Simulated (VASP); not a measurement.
# Se (Fd-3m) in VASP: a series of runs

Runs on Se. Level: LDA. Tasks: single point.

Everything below comes from runs of VASP 6.6.1. Logs are shortened: lines on timing, memory, paths and dates and some standing lists are left out, and cuts for length are marked.

## 1. The cell of the first run

Symmetry: Fd-3m, No. 227, cubic system. Conventional cell: a = 4.727 Å, b = 4.727 Å, c = 4.727 Å, α = 90.00°, β = 90.00°, γ = 90.00°. Within 2.7 Å of Se (site symmetry -43m) lie 4 Se at 2.05 Å.

## 2. Single point, LDA (volume scaled by 0.45)

INCAR reads:

```
SYSTEM = Se
PREC = Accurate ; ENCUT = 520
EDIFF = 1E-7 ; ISMEAR = -1
SIGMA = 0.08 ; LREAL = .FALSE.
LASPH = .TRUE. ; NELM = 100
ALGO = Normal ; ISIF = 2
LWAVE = .FALSE. ; LCHARG = .TRUE.
GGA = CA ; LELF = .TRUE.
LVHAR = .TRUE. ; NBANDS = 13
```

KPOINTS reads:

```
regular mesh
0
G
  11 11 11
  0 0 0
```

POSCAR reads:

```
Se
1.0
    0.0000000000      2.3636033801      2.3636033801
    2.3636033801      0.0000000000      2.3636033801
    2.3636033801      2.3636033801      0.0000000000
Se
2
Direct
   -0.1250000000     -0.1250000000     -0.1250000000
    0.1250000000      0.1250000000      0.1250000000
```

Potentials or basis: VASP PAW LDA potentials, release 64 (Se).

Launch:

```console
$ cat potpaw_LDA.64/Se/POTCAR > POTCAR
$ mpirun -np 1 vasp_std > vasp.out
```

OUTCAR:

```text
SYSTEM = Se
   PREC = Accurate
   ENCUT = 520
   EDIFF = 1E-7
   ISMEAR = -1
   LREAL = .FALSE.
   LASPH = .TRUE.
   NELM = 100
   ISIF = 2
   GGA = CA

 ion  position               nearest neighbor table
   1  0.875  0.875  0.875-   2 2.05   2 2.05   2 2.05   2 2.05
   2  0.125  0.125  0.125-   1 2.05   1 2.05   1 2.05   1 2.05

  LATTYP: Found a face centered cubic cell.
 ALAT       =     4.7272067602

  Lattice vectors:

 A1 = (   0.0000000000,   2.3636033801,   2.3636033801)
 A2 = (   2.3636033801,   0.0000000000,   2.3636033801)
 A3 = (   2.3636033801,   2.3636033801,   0.0000000000)

Analysis of symmetry for initial positions (statically):
=====================================================================
 Subroutine PRICEL returns:
 Original cell was already a primitive cell.

 Routine SETGRP: Setting up the symmetry group for a
 face centered cubic supercell.

 Subroutine GETGRP returns: Found 48 space group operations
 (whereof 12 operations were pure point group operations)
 out of a pool of 48 trial point group operations.

The static configuration has the point symmetry D_3d.
 The point group associated with its full space group is O_h .

Analysis of symmetry for dynamics (positions and initial velocities):
=====================================================================
 Subroutine PRICEL returns:
 Original cell was already a primitive cell.

 Routine SETGRP: Setting up the symmetry group for a
 face centered cubic supercell.

 Subroutine GETGRP returns: Found 48 space group operations
 (whereof 12 operations were pure point group operations)
 out of a pool of 48 trial point group operations.

The dynamic configuration has the point symmetry D_3d.
 The point group associated with its full space group is O_h .

 Subroutine INISYM returns: Found 48 space group operations
 (whereof 12 operations are pure point group operations),
 and found     1 'primitive' translations

----------------------------------------------------------------------------------------

                                     Primitive cell

  volume of cell :      26.4091

  direct lattice vectors                    reciprocal lattice vectors
     0.000000000  2.363603380  2.363603380    -0.211541414  0.211541414  0.211541414
     2.363603380  0.000000000  2.363603380     0.211541414 -0.211541414  0.211541414
     2.363603380  2.363603380  0.000000000     0.211541414  0.211541414 -0.211541414

  length of vectors
     3.342639956  3.342639956  3.342639956     0.366400476  0.366400476  0.366400476

[... 85 lines left out ...]
   NFREE  =      0    steps in history (QN), initial steepest desc. (CG)
   ISIF   =      2    stress and relaxation
   ISYM   =      2    0-nonsym 1-usesym 2-fastsym
   POTIM  = 0.5000    time-step for ionic-motion
   TEBEG  =    0.0;   TEEND  =   0.0 temperature during run
   PSTRESS=    0.0 pullay stress
   NELECT =      12.0000    total number of electrons
   NUPDOWN=      -1.0000    fix difference up-down
   EMIN   =  10.00;   EMAX   =-10.00  energy-range for DOS
   EFERMI =   0.00;   METHOD = LEGACY
   ISMEAR =    -1;   SIGMA  =   0.08  broadening in eV -4-tet -1-fermi 0-gaus
   EFERMI_NEDOS =   21; number of points for ismear=-14 and -15
   IALGO  =     38    algorithm
   IMIX   =      4    mixing-type and parameters
     AMIX     =   0.40;   BMIX     =  1.00
     AMIX_MAG =   1.60;   BMIX_MAG =  1.00
  volume/ion in A,a.u.               =      13.20        89.11
  Fermi-wavevector in a.u.,A,eV,Ry     =   1.258589  2.378389 21.552263  1.584047
  Thomas-Fermi vector in A             =   2.392191
   LORBIT       =      0    0 simple, 1 ext, 2 COOP (PROOUT), +10 PAW based schemes
   GGA     = CA    functional components
   LHFCALC =     F    Hartree Fock is set to
   AEXX    =    0.0000 exact exchange contribution
   IVDW    =     0    specifies the selected vdW correction
   LEPSILON=     F    determine dielectric tensor
   LRPA    =     F    only Hartree local field effects (RPA)
 non-spin polarized calculation
  energy-cutoff  :      520.00
  volume of cell :       26.41
 maximum number of plane-waves:       725
 NGX is ok and might be reduce to    28
   NGX = 13   NGY = 13   NGZ = 13

 number of electron      12.0000002 magnetization

 Free energy of the ion-electron system (eV)
  ---------------------------------------------------
  ext. energy  EPLUGINS =         0.00000000
  ---------------------------------------------------
  free energy    TOTEN  =         2.14395237 eV

  energy without entropy =        2.16661025  energy(sigma->0) =        2.15528131

 E-fermi :  12.8134     XC(G=0): -12.4389

 val. band max:       12.7626819201   @ k =  -0.4545   0.1818   0.0000
 cond. band min:      12.8199914130   @ k =   0.2727   0.0909   0.0000
 fundamental gap:      0.0573094929
 Fermi energy:        12.8133514668

 k-point     1 :       0.0000    0.0000    0.0000
  band No.  band energies     occupation
      1     -11.1639      2.00000
      2       6.1663      2.00000
      3       6.1663      2.00000
      4       6.1663      2.00000
      5       8.4954      2.00000
      6      10.4225      2.00000
      7      10.4225      2.00000
      8      10.4225      2.00000
      9      17.4061      0.00000
     10      19.7991      0.00000
     11      19.7991      0.00000
     12      22.8491      0.00000
     13      22.8491      0.00000
[... 354 lines left out ...]
  band No.  band energies     occupation
      1      -9.6865      2.00000
      2      -0.2332      2.00000
      3       2.6325      2.00000
      4       5.0918      2.00000
      5      10.2819      2.00000
      6      12.1125      1.99969
      7      12.5505      1.92789
      8      14.4666      0.00000
      9      17.2141      0.00000
     10      21.0741      0.00000
     11      21.2878      0.00000
     12      24.0235      0.00000
     13      26.6474      0.00000

 [... further k-points ...]
[... 5 lines left out ...]
  --------------------------------------------------------------------------------------
  -------------------------------------------------------------------------------------
  Total       29.6716140     29.6716140     29.6716140      0.0000000      0.0000000      0.0000000
  in kB     1800.1054629   1800.1054629   1800.1054629      0.0000000      0.0000000      0.0000000
  external PRESSURE =    1800.1054629 kB  Pullay stress =       0.0000000 kB

 VOLUME and BASIS-vectors are now :
 -----------------------------------------------------------------------------
  energy-cutoff  :      520.00
  volume of cell :       26.41
      direct lattice vectors                 reciprocal lattice vectors
     0.000000000  2.363603380  2.363603380    -0.211541414  0.211541414  0.211541414
     2.363603380  0.000000000  2.363603380     0.211541414 -0.211541414  0.211541414
     2.363603380  2.363603380  0.000000000     0.211541414  0.211541414 -0.211541414

 POSITION                                       TOTAL-FORCE (eV/Angst)
 -----------------------------------------------------------------------------------
      4.13631      4.13631      4.13631         0.000000     -0.000000     -0.000000
      0.59090      0.59090      0.59090        -0.000000      0.000000      0.000000
 -----------------------------------------------------------------------------------
    total drift:                               -0.000000     -0.000000     -0.000000

  FREE ENERGIE OF THE ION-ELECTRON SYSTEM (eV)
  ---------------------------------------------------
  free  energy   TOTEN  =         2.1439523660 eV

  energy  without entropy=        2.1666102511  energy(sigma->0) =        2.15528131
```

OSZICAR:

```text
N       E                     dE             d eps       ncg     rms          rms(c)
DAV:   1     0.515641374958E+02    0.51564E+02   -0.56525E+03  1456   0.829E+02
DAV:   2     0.374537916450E+01   -0.47819E+02   -0.44676E+02  1943   0.150E+02
DAV:   3     0.188246624949E+01   -0.18629E+01   -0.18450E+01  1831   0.290E+01
DAV:   4     0.187535450419E+01   -0.71117E-02   -0.71106E-02  1616   0.203E+00
DAV:   5     0.187533140508E+01   -0.23099E-04   -0.23099E-04  1847   0.113E-01    0.268E+01
DAV:   6     0.206465234549E+01    0.18932E+00   -0.65386E-02  1631   0.151E+00    0.160E+01
DAV:   7     0.214149280361E+01    0.76840E-01   -0.83870E-02  1736   0.178E+00    0.339E-01
DAV:   8     0.214396047806E+01    0.24677E-02   -0.75951E-03  1561   0.513E-01    0.525E-02
DAV:   9     0.214395192997E+01   -0.85481E-05   -0.11913E-04  1851   0.746E-02    0.235E-02
DAV:  10     0.214395251974E+01    0.58978E-06   -0.23400E-06  1616   0.945E-03    0.104E-02
DAV:  11     0.214395236580E+01   -0.15395E-06   -0.12020E-07  1284   0.256E-03    0.835E-04
DAV:  12     0.214395236597E+01    0.17644E-09   -0.59094E-09   908   0.595E-04
   1 F= 0.21439524E+01 E0= 0.21552813E+01  d E =-.226579E-01
```

stdout:

```text
POSCAR found type information on POSCAR Se
 POSCAR found :  1 types and       2 ions
 scaLAPACK will be used
 LDA part: xc-table for (Slater(with rela. corr.)+CA(PZ))
 , standard interpolation
 POSCAR, INCAR and KPOINTS ok, starting setup
 FFT: planning ... GRIDC
 FFT: planning ... GRID_SOFT
 FFT: planning ... GRID
 WAVECAR not read
 entering main loop
```

It took 10 s on 1 thread of Intel Xeon 6975P-C (Granite Rapids), shared host; peak memory 0.14 GiB.

What came out:

```yaml
Free_energy: 2.1440 eV
Pressure: 180.0 GPa
Band_gap_on_the_k_mesh: zero (band 6 reaches 14.86 eV, above the bottom of band 7 at 10.42 eV)
```

Levels at points of the mesh, in eV from the Fermi level:
```tsv
k point	band 4	band 5	band 6	band 7	band 8	band 9
(0.00, 0.00, 0.00)	-6.65	-4.32	-2.39	-2.39	-2.39	4.59
```

## 3. Single point, LDA (volume scaled by 0.45)

INCAR reads:

```
SYSTEM = Se
PREC = Accurate
ENCUT = 520
EDIFF = 1E-6
ISMEAR = -1
SIGMA = 0.08
LREAL = .FALSE.
LASPH = .TRUE.
NELM = 80
ALGO = Normal
ISIF = 2
LWAVE = .FALSE.
LCHARG = .FALSE.
NBANDS = 13
```

KPOINTS is that of step 2.

POSCAR is that of step 2.

Potentials or basis: VASP PAW LDA potentials, release 64 (Se).

Launch:

```console
$ cat potpaw_LDA.64/Se/POTCAR > POTCAR
$ mpirun -np 1 vasp_std > vasp.out
```

OUTCAR:

```text
SYSTEM = Se
   PREC = Accurate
   ENCUT = 520
   EDIFF = 1E-6
   ISMEAR = -1
   LREAL = .FALSE.
   LASPH = .TRUE.
   NELM = 80
   ISIF = 2

 ion  position               nearest neighbor table
   1  0.875  0.875  0.875-   2 2.05   2 2.05   2 2.05   2 2.05
   2  0.125  0.125  0.125-   1 2.05   1 2.05   1 2.05   1 2.05

  LATTYP: Found a face centered cubic cell.
 ALAT       =     4.7272067602

  Lattice vectors:

 A1 = (   0.0000000000,   2.3636033801,   2.3636033801)
 A2 = (   2.3636033801,   0.0000000000,   2.3636033801)
 A3 = (   2.3636033801,   2.3636033801,   0.0000000000)

Analysis of symmetry for initial positions (statically):
=====================================================================
 Subroutine PRICEL returns:
 Original cell was already a primitive cell.

 Routine SETGRP: Setting up the symmetry group for a
 face centered cubic supercell.

 Subroutine GETGRP returns: Found 48 space group operations
 (whereof 12 operations were pure point group operations)
 out of a pool of 48 trial point group operations.

The static configuration has the point symmetry D_3d.
 The point group associated with its full space group is O_h .

[... 165 lines left out ...]
 fundamental gap:      0.0572941558
 Fermi energy:        12.8133486764

 k-point     1 :       0.0000    0.0000    0.0000
  band No.  band energies     occupation
      1     -11.1638      2.00000
      2       6.1664      2.00000
      3       6.1664      2.00000
      4       6.1664      2.00000
      5       8.4956      2.00000
      6      10.4225      2.00000
      7      10.4225      2.00000
      8      10.4225      2.00000
      9      17.4060      0.00000
     10      19.7991      0.00000
     11      19.7991      0.00000
     12      22.8489      0.00000
     13      22.8489      0.00000
[... 354 lines left out ...]
  band No.  band energies     occupation
      1      -9.6864      2.00000
      2      -0.2331      2.00000
      3       2.6325      2.00000
      4       5.0919      2.00000
      5      10.2820      2.00000
      6      12.1124      1.99969
      7      12.5505      1.92787
      8      14.4666      0.00000
      9      17.2140      0.00000
     10      21.0741      0.00000
     11      21.2878      0.00000
     12      24.0235      0.00000
     13      26.6473      0.00000

 [... further k-points ...]
[... 5 lines left out ...]
  --------------------------------------------------------------------------------------
  -------------------------------------------------------------------------------------
  Total       29.6698532     29.6698532     29.6698532      0.0000000      0.0000000      0.0000000
  in kB     1799.9986414   1799.9986414   1799.9986414      0.0000000      0.0000000      0.0000000
  external PRESSURE =    1799.9986414 kB  Pullay stress =       0.0000000 kB

 VOLUME and BASIS-vectors are now :
 -----------------------------------------------------------------------------
  energy-cutoff  :      520.00
  volume of cell :       26.41
      direct lattice vectors                 reciprocal lattice vectors
     0.000000000  2.363603380  2.363603380    -0.211541414  0.211541414  0.211541414
     2.363603380  0.000000000  2.363603380     0.211541414 -0.211541414  0.211541414
     2.363603380  2.363603380  0.000000000     0.211541414  0.211541414 -0.211541414

 POSITION                                       TOTAL-FORCE (eV/Angst)
 -----------------------------------------------------------------------------------
      4.13631      4.13631      4.13631         0.000000     -0.000000     -0.000000
      0.59090      0.59090      0.59090        -0.000000      0.000000      0.000000
 -----------------------------------------------------------------------------------
    total drift:                               -0.000000     -0.000000     -0.000000

  FREE ENERGIE OF THE ION-ELECTRON SYSTEM (eV)
  ---------------------------------------------------
  free  energy   TOTEN  =         2.1439525208 eV

  energy  without entropy=        2.1666102660  energy(sigma->0) =        2.15528139
```

OSZICAR:

```text
N       E                     dE             d eps       ncg     rms          rms(c)
DAV:   1     0.515641374958E+02    0.51564E+02   -0.56525E+03  1456   0.829E+02
DAV:   2     0.374537916450E+01   -0.47819E+02   -0.44676E+02  1943   0.150E+02
DAV:   3     0.188246624949E+01   -0.18629E+01   -0.18450E+01  1831   0.290E+01
DAV:   4     0.187535450419E+01   -0.71117E-02   -0.71106E-02  1616   0.203E+00
DAV:   5     0.187533140508E+01   -0.23099E-04   -0.23099E-04  1847   0.113E-01    0.268E+01
DAV:   6     0.206465234549E+01    0.18932E+00   -0.65386E-02  1631   0.151E+00    0.160E+01
DAV:   7     0.214149280361E+01    0.76840E-01   -0.83870E-02  1736   0.178E+00    0.339E-01
DAV:   8     0.214396047806E+01    0.24677E-02   -0.75951E-03  1561   0.513E-01    0.525E-02
DAV:   9     0.214395192997E+01   -0.85481E-05   -0.11913E-04  1851   0.746E-02    0.235E-02
DAV:  10     0.214395252078E+01    0.59082E-06   -0.23288E-06  1528   0.945E-03
   1 F= 0.21439525E+01 E0= 0.21552814E+01  d E =-.226577E-01
```

It took 8.2 s on 1 thread of Intel Xeon 6975P-C (Granite Rapids), shared host; peak memory 0.14 GiB.

What came out:

```yaml
Free_energy: 2.1440 eV
Pressure: 180.0 GPa
Band_gap_on_the_k_mesh: zero (band 6 reaches 14.86 eV, above the bottom of band 7 at 10.42 eV)
```
